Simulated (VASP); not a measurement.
# TaN (Fm-3m) in VASP: a series of runs

TaN is run at these levels: PBEsol; tasks: single point.

All numbers are computed with VASP 6.6.1; they aren't measurements. Logs are shortened: lines on timing, memory, paths and dates and some standing lists are left out, and cuts for length are marked.

**1. The cell of the first run**

It takes space group Fm-3m (No. 225, cubic). The conventional cell has a = 4.355 Å, b = 4.355 Å, c = 4.355 Å, α = 90.00°, β = 90.00°, γ = 90.00°. Within 2.9 Å of Ta (site symmetry m-3m) lie 6 N at 2.18 Å. Within 2.9 Å of N (site symmetry m-3m) lie 6 Ta at 2.18 Å.

**2. Single point, PBEsol**

INCAR reads:

```
ALGO = Normal ; EDIFF = 1E-6
ENCUT = 520 ; GGA = PS
ISIF = 2 ; ISMEAR = -1
LASPH = True ; LCHARG = False
LREAL = False ; LWAVE = False
NBANDS = 15 ; NELM = 60
PREC = Accurate ; SIGMA = 0.05
```

KPOINTS reads:

```
k-points
0
Gamma
  10 10 10
```

POSCAR reads:

```
TaN
1.0
    0.0000000000      2.1777402578      2.1777402578
    2.1777402578      0.0000000000      2.1777402578
    2.1777402578      2.1777402578      0.0000000000
Ta N
1 1
Direct
    0.5000000000      0.5000000000      0.5000000000
    0.0000000000      0.0000000000      0.0000000000
```

Potentials or basis: VASP PAW PBE potentials, release 64 (Ta_pv, N).

On the command line:

```bash
$ cat potpaw_PBE.64/Ta_pv/POTCAR potpaw_PBE.64/N/POTCAR > POTCAR
$ mpirun -np 1 vasp_std > vasp.out
```

OUTCAR:

```text
EDIFF = 1E-6
   ENCUT = 520
   GGA = PS
   ISIF = 2
   ISMEAR = -1
   LASPH = True
   LREAL = False
   NELM = 60
   PREC = Accurate

 ion  position               nearest neighbor table
   1  0.500  0.500  0.500-   2 2.18   2 2.18   2 2.18   2 2.18   2 2.18   2 2.18
   2  0.000  0.000  0.000-   1 2.18   1 2.18   1 2.18   1 2.18   1 2.18   1 2.18

  LATTYP: Found a face centered cubic cell.
 ALAT       =     4.3554805156

  Lattice vectors:

 A1 = (   0.0000000000,   2.1777402578,   2.1777402578)
 A2 = (   2.1777402578,   0.0000000000,   2.1777402578)
 A3 = (   2.1777402578,   2.1777402578,   0.0000000000)

Analysis of symmetry for initial positions (statically):
=====================================================================
 Subroutine PRICEL returns:
 Original cell was already a primitive cell.

 Routine SETGRP: Setting up the symmetry group for a
 face centered cubic supercell.

 Subroutine GETGRP returns: Found 48 space group operations
 (whereof 48 operations were pure point group operations)
 out of a pool of 48 trial point group operations.

The static configuration has the point symmetry O_h .

Analysis of symmetry for dynamics (positions and initial velocities):
=====================================================================
 Subroutine PRICEL returns:
 Original cell was already a primitive cell.

 Routine SETGRP: Setting up the symmetry group for a
 face centered cubic supercell.

 Subroutine GETGRP returns: Found 48 space group operations
 (whereof 48 operations were pure point group operations)
 out of a pool of 48 trial point group operations.

The dynamic configuration has the point symmetry O_h .

 Subroutine INISYM returns: Found 48 space group operations
 (whereof 48 operations are pure point group operations),
 and found     1 'primitive' translations

----------------------------------------------------------------------------------------

                                     Primitive cell

  volume of cell :      20.6561

  direct lattice vectors                    reciprocal lattice vectors
     0.000000000  2.177740258  2.177740258    -0.229595792  0.229595792  0.229595792
     2.177740258  0.000000000  2.177740258     0.229595792 -0.229595792  0.229595792
     2.177740258  2.177740258  0.000000000     0.229595792  0.229595792 -0.229595792

  length of vectors
     3.079789808  3.079789808  3.079789808     0.397671578  0.397671578  0.397671578

  position of ions in fractional coordinates (direct lattice)
     0.500000000  0.500000000  0.500000000
     0.000000000  0.000000000  0.000000000

  ion indices of the primitive-cell ions
   primitive index   ion index
                 1           1
                 2           2

----------------------------------------------------------------------------------------

 KPOINTS: k-points

Automatic generation of k-mesh.
 Grid dimensions read from file:
 generate k-points for:   10   10   10

 Generating k-lattice:

  Cartesian coordinates                     Fractional coordinates (reciprocal lattice)
    -0.022959579  0.022959579  0.022959579     0.100000000  0.000000000  0.000000000
     0.022959579 -0.022959579  0.022959579     0.000000000  0.100000000  0.000000000
     0.022959579  0.022959579 -0.022959579     0.000000000  0.000000000  0.100000000

  Length of vectors
     0.039767158  0.039767158  0.039767158

  Shift w.r.t. Gamma in fractional coordinates (k-lattice)
     0.000000000  0.000000000  0.000000000

 Subroutine IBZKPT returns following result:
 ===========================================

 Found     47 irreducible k-points:

 Following reciprocal coordinates:
            Coordinates               Weight
  0.000000  0.000000  0.000000      1.000000
  0.100000  0.000000  0.000000      8.000000
  0.200000  0.000000  0.000000      8.000000
  0.300000  0.000000  0.000000      8.000000
  0.400000  0.000000  0.000000      8.000000
  0.500000  0.000000  0.000000      4.000000
[... 16 lines left out ...]
  0.300000  0.300000  0.000000      6.000000
  0.400000  0.300000  0.000000     24.000000
 [... further k-points ...]
   k-points           NKPTS =     47   k-points in BZ     NKDIM =     47   number of bands    NBANDS=     15
   number of dos      NEDOS =    301   number of ions     NIONS =      2
   total plane-waves  NPLWV =  13824
   dimension x,y,z NGX =    24 NGY =   24 NGZ =   24
   dimension x,y,z NGXF=    48 NGYF=   48 NGZF=   48
   ions per type =               1   1
   NGX,Y,Z   is equivalent  to a cutoff of  12.96, 12.96, 12.96 a.u.
   NGXF,Y,Z  is equivalent  to a cutoff of  25.91, 25.91, 25.91 a.u.
 SYSTEM =  unknown system
   PREC   = accura    normal or accurate (medium, high low for compatibility)
   ISTART =      0    job   : 0-new  1-cont  2-samecut
   ICHARG =      2    charge: 1-file 2-atom 10-const
   ISPIN  =      1    spin polarized calculation?
   LNONCOLLINEAR =      F non collinear calculations
   LSORBIT =      F    spin-orbit coupling
   LASPH  =      T    aspherical Exc in radial PAW
   ENCUT  =  520.0 eV  38.22 Ry    6.18 a.u.   5.73  5.73  5.73*2*pi/ulx,y,z
   NELM   =     60;   NELMIN=  2; NELMDL= -5     # of ELM steps
   EDIFF  = 0.1E-05   stopping-criterion for ELM
   LREAL  =      F    real-space projection
   EDIFFG = 0.1E-04   stopping-criterion for IOM
   NSW    =      0    number of steps for IOM
   IBRION =     -1    ionic relax: 0-MD 1-quasi-New 2-CG
   NFREE  =      0    steps in history (QN), initial steepest desc. (CG)
   ISIF   =      2    stress and relaxation
   ISYM   =      2    0-nonsym 1-usesym 2-fastsym
   POTIM  = 0.5000    time-step for ionic-motion
   TEBEG  =    0.0;   TEEND  =   0.0 temperature during run
   PSTRESS=    0.0 pullay stress
   NELECT =      16.0000    total number of electrons
   NUPDOWN=      -1.0000    fix difference up-down
   EMIN   =  10.00;   EMAX   =-10.00  energy-range for DOS
   EFERMI =   0.00;   METHOD = LEGACY
   ISMEAR =    -1;   SIGMA  =   0.05  broadening in eV -4-tet -1-fermi 0-gaus
   EFERMI_NEDOS =   21; number of points for ismear=-14 and -15
   IALGO  =     38    algorithm
   IMIX   =      4    mixing-type and parameters
     AMIX     =   0.40;   BMIX     =  1.00
     AMIX_MAG =   1.60;   BMIX_MAG =  1.00
  volume/ion in A,a.u.               =      10.33        69.70
  Fermi-wavevector in a.u.,A,eV,Ry     =   1.503484  2.841172 30.755473  2.260463
  Thomas-Fermi vector in A             =   2.614588
   LORBIT       =      0    0 simple, 1 ext, 2 COOP (PROOUT), +10 PAW based schemes
   GGA     = PS    functional components
   LHFCALC =     F    Hartree Fock is set to
   AEXX    =    0.0000 exact exchange contribution
   IVDW    =     0    specifies the selected vdW correction
   LEPSILON=     F    determine dielectric tensor
   LRPA    =     F    only Hartree local field effects (RPA)
 non-spin polarized calculation
  energy-cutoff  :      520.00
  volume of cell :       20.66
 maximum number of plane-waves:       568
   NGX = 11   NGY = 11   NGZ = 11

 number of electron      16.0000000 magnetization

 Free energy of the ion-electron system (eV)
  ---------------------------------------------------
  ext. energy  EPLUGINS =         0.00000000
  ---------------------------------------------------
  free energy    TOTEN  =       -23.22069729 eV

  energy without entropy =      -23.21488914  energy(sigma->0) =      -23.21779321

 E-fermi :   9.7325     XC(G=0): -13.7501

 val. band max:        9.6423740466   @ k =  -0.2000   0.2000   0.0000
 cond. band min:       9.7341116873   @ k =   0.0000   0.0000   0.0000
 fundamental gap:      0.0917376407
 Fermi energy:         9.7325257960

 k-point     1 :       0.0000    0.0000    0.0000
  band No.  band energies     occupation
      1     -25.9547      2.00000
      2     -25.9547      2.00000
      3     -25.9547      2.00000
      4      -9.3316      2.00000
      5       5.8428      2.00000
      6       5.8428      2.00000
      7       5.8428      2.00000
      8       7.4908      2.00000
      9       7.4908      2.00000
     10       7.4908      2.00000
     11       9.7341      0.98414
     12       9.7341      0.98414
     13      11.5100      0.00000
     14      19.0940      0.00000
     15      22.1190      0.00000

 k-point     2 :       0.1000    0.0000    0.0000
  band No.  band energies     occupation
      1     -26.0541      2.00000
      2     -25.9635      2.00000
      3     -25.9635      2.00000
      4      -9.0740      2.00000
      5       4.6971      2.00000
      6       5.0486      2.00000
      7       5.0486      2.00000
      8       7.8674      2.00000
      9       7.8674      2.00000
     10       7.9594      2.00000
     11      10.7074      0.00000
     12      10.7074      0.00000
     13      12.2049      0.00000
     14      19.8597      0.00000
     15      22.1185      0.00000

 k-point     3 :       0.2000    0.0000    0.0000
  band No.  band energies     occupation
      1     -26.3057      2.00000
      2     -25.9866      2.00000
      3     -25.9866      2.00000
      4      -8.3732      2.00000
      5       2.8172      2.00000
      6       3.8015      2.00000
      7       3.8015      2.00000
      8       8.5379      2.00000
      9       8.7160      2.00000
     10       8.7160      2.00000
     11      12.6902      0.00000
     12      12.6902      0.00000
     13      13.6600      0.00000
     14      21.6501      0.00000
     15      22.1185      0.00000
[... 343 lines left out ...]
 k-point    23 :       0.3000    0.3000    0.0000
  band No.  band energies     occupation
      1     -26.5246      2.00000
      2     -26.1638      2.00000
      3     -26.1638      2.00000
      4      -7.8269      2.00000
      5       1.3661      2.00000
      6       4.7451      2.00000
      7       4.7451      2.00000
      8       4.9299      2.00000
      9      11.0399      0.00000
     10      12.2462      0.00000
     11      12.2462      0.00000
     12      12.8885      0.00000
     13      18.3381      0.00000
     14      22.0792      0.00000
     15      23.1410      0.00000

 k-point    24 :       0.4000    0.3000    0.0000
  band No.  band energies     occupation
      1     -26.6374      2.00000
      2     -26.2260      2.00000
      3     -26.1969      2.00000
      4      -7.6940      2.00000
      5       1.6170      2.00000
      6       3.6698      2.00000
      7       4.4202      2.00000
      8       5.7124      2.00000
      9      11.9538      0.00000
     10      12.7798      0.00000
     11      12.8612      0.00000
     12      13.8715      0.00000
     13      18.4277      0.00000
     14      20.6683      0.00000
     15      22.1518      0.00000

 [... further k-points ...]

------------------------ aborting loop because EDIFF is reached ----------------------------------------

  FORCE on cell =-STRESS in cart. coord.  units (eV):
  Direction    XX          YY          ZZ          XY          YZ          ZX
  --------------------------------------------------------------------------------------
  -------------------------------------------------------------------------------------
  Total        0.7822290      0.7822290      0.7822290     -0.0000000      0.0000000      0.0000000
  in kB       60.6731134     60.6731134     60.6731134     -0.0000000      0.0000000      0.0000000
  external PRESSURE =      60.6731134 kB  Pullay stress =       0.0000000 kB

 VOLUME and BASIS-vectors are now :
 -----------------------------------------------------------------------------
  energy-cutoff  :      520.00
  volume of cell :       20.66
      direct lattice vectors                 reciprocal lattice vectors
     0.000000000  2.177740258  2.177740258    -0.229595792  0.229595792  0.229595792
     2.177740258  0.000000000  2.177740258     0.229595792 -0.229595792  0.229595792
     2.177740258  2.177740258  0.000000000     0.229595792  0.229595792 -0.229595792

 POSITION                                       TOTAL-FORCE (eV/Angst)
 -----------------------------------------------------------------------------------
      2.17774      2.17774      2.17774         0.000000     -0.000000      0.000000
      0.00000      0.00000      0.00000        -0.000000      0.000000     -0.000000
 -----------------------------------------------------------------------------------
    total drift:                                0.000000     -0.000000     -0.000000

  FREE ENERGIE OF THE ION-ELECTRON SYSTEM (eV)
  ---------------------------------------------------
  free  energy   TOTEN  =       -23.2206972851 eV

  energy  without entropy=      -23.2148891406  energy(sigma->0) =      -23.21779321
```

Wall time 8.9 s (1 thread of Intel Xeon Platinum 8488C (Sapphire Rapids), shared host); peak memory 0.14 GiB.

What came out:

```
Free energy            : -23.2207 eV
Pressure               : 6.1 GPa
Band gap on the k mesh : zero (bands 8 and 9 overlap by 4.21 eV)
```

Levels at points of the mesh, in eV from the Fermi level:
| k point | band 5 | band 6 | band 7 | band 8 | band 9 | band 10 | band 11 | band 12 |
| --- | --- | --- | --- | --- | --- | --- | --- | --- |
| (0.00, 0.00, 0.00) | -3.89 | -3.89 | -3.89 | -2.24 | -2.24 | -2.24 | 0.00 | 0.00 |
| (0.50, 0.00, 0.00) | -10.66 | -7.82 | -7.82 | 1.97 | 1.97 | 2.08 | 3.88 | 7.84 |
| (0.50, 0.50, 0.00) | -6.71 | -5.73 | -4.70 | -4.70 | 2.15 | 3.70 | 3.70 | 4.85 |

Caveat: the cell stands under pressure; the PAW data sets were made with another functional, which shifts forces and pressure a little; spin-orbit coupling is left out, which moves the levels of the heavy elements.

(Part 1 of 2 ends here.)
